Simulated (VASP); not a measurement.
A run of VASP 6.6.1:

INCAR

```
SYSTEM = W
ALGO = Normal ; EDIFF = 1E-7
ENCUT = 520 ; GGA = RP
ISIF = 2 ; ISMEAR = -1
IVDW = 13 ; LASPH = .TRUE.
LCHARG = .TRUE. ; LELF = .TRUE.
LREAL = .FALSE. ; LVHAR = .TRUE.
LWAVE = .FALSE. ; NBANDS = 13
NELM = 60 ; PREC = Accurate
SIGMA = 0.05
```

File KPOINTS:

```
k-points
0
G
  12 12 12
  0 0 0
```

Contents of POSCAR:

```
W
1.0
   -1.6031677168      1.6031677168      1.6031677168
    1.6031677168     -1.6031677168      1.6031677168
    1.6031677168      1.6031677168     -1.6031677168
W
1
Direct
    0.0000000000      0.0000000000      0.0000000000
```

Potentials or basis: VASP PAW PBE potentials, release 64 (W_sv).

Command:

```console
$ cat potpaw_PBE.64/W_sv/POTCAR > POTCAR
$ mpirun -np 1 vasp_std > vasp.out
```

Hardware: 1 thread of Intel Xeon 6975P-C, on a shared host.

Q: How long does it take, and how much memory?

A: It took 10 s on 1 thread of Intel Xeon 6975P-C, on a shared host, peak memory 0.15 GiB. Counts: scf iterations 13, k points 72.
